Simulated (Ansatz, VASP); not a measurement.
One calculation of InSe, two programs

File INCAR:

```
ALGO     = Normal         # electronic algorithm
DIPOL    = 0.5 0.5 0.405
EDIFF    = 1E-6           # SCF threshold, eV
ENCUT    = 520            # plane-wave cutoff, eV
GGA      = PE             # functional
IDIPOL   = 3            
ISIF     = 2              # what is computed and relaxed
ISMEAR   = 0              # smearing method
IVDW     = 12             # dispersion correction
LASPH    = True           # aspherical terms in the spheres
LCHARG   = True           # write CHGCAR
LDIPOL   = True         
LELF     = True           # ELF
LREAL    = False          # projectors in reciprocal space
LVACPOTAV= True         
LVHAR    = True         
LWAVE    = False          # write WAVECAR
NBANDS   = 48             # bands
NELM     = 60             # most SCF steps
PREC     = Accurate       # precision mode
SIGMA    = 0.05           # smearing width, eV
```

KPOINTS

```
k-points
0
Gamma
  9 9 1
```

File POSCAR:

```
InSe
1.0
    4.0266103640      0.0000000000      0.0000000000
   -2.0133051820      3.4871468663      0.0000000000
    0.0000000000      0.0000000000     28.2707108021
Se In
4 4
Direct
    0.0000000000      0.0000000000      0.1591753399
    0.0000000000      0.0000000000      0.3496677346
    0.2222222222      0.6666666667      0.4596755806
    0.2222222222      0.6666666667      0.6501679753
    0.6666666667      0.3333333333      0.2049979895
    0.6666666667      0.3333333333      0.3038451603
    0.8888888889      1.0000000000      0.5054982302
    0.8888888889      1.0000000000      0.6043454010
```

Input for Ansatz:

```yaml
crystal:
  lattice:
    - [4.026610364, 0.0, 0.0]
    - [-2.013305182, 3.4871468663, 0.0]
    - [0.0, 0.0, 28.2707108021]
  atoms:
    - { symbol: Se, position: [0.0, 0.0, 0.1591753399] }
    - { symbol: In, position: [0.6666666667, 0.3333333333, 0.2049979895] }
    - { symbol: In, position: [0.6666666667, 0.3333333333, 0.3038451603] }
    - { symbol: Se, position: [0.0, 0.0, 0.3496677346] }
    - { symbol: Se, position: [0.2222222222, 0.6666666667, 0.4596755806] }
    - { symbol: In, position: [0.8888888889, 1.0, 0.5054982302] }
    - { symbol: In, position: [0.8888888889, 1.0, 0.604345401] }
    - { symbol: Se, position: [0.2222222222, 0.6666666667, 0.6501679753] }
basis:
  ecutwfc: 420
kpoints:
  mp_grid: { grid: [9, 9, 1] }
hamiltonian:
  xc: pbe
  pseudopotentials: { kind: paw, azcp: { folder: soft_1 } }
  dispersion: d3bj
scf:
  occupations: { method: gaussian, width: 0.05 }
output:
  forces: true
  eigenvalues: true
efield:
  axis: 3
  dipole_correction: true
  ramp_width: 0.04
```

Alike in both runs: task single point; functional PBE; dispersion D3(BJ); k mesh 9 × 9 × 1; occupations gaussian, width 0.05 eV; no spin polarisation.

```csv
,VASP,Ansatz
version,VASP 6.6.1,Ansatz 0.2.0
potentials or method,"VASP PAW PBE potentials, release 64 (Se, In_d), cutoff 520 eV","scalar-relativistic, plane waves, PAW"
valence electrons in the cell,76,116
```

VASP gave:

| Quantity | Value |
| --- | --- |
| gap on the k mesh at the Fermi level (eV) | 1.09 |
| least direct gap on the mesh (eV) | 1.14 |
| rms of the force components (eV/Å) | 0.014 |

Q: Estimate Ansatz's values.

A: gap on the k mesh at the Fermi level (eV): 1.10; least direct gap on the mesh (eV): 1.15; rms of the force components (eV/Å): 0.015.

VASP's potentials hold 76 valence electrons a cell and Ansatz's 116, so a difference there can come from the potentials and not from the codes.
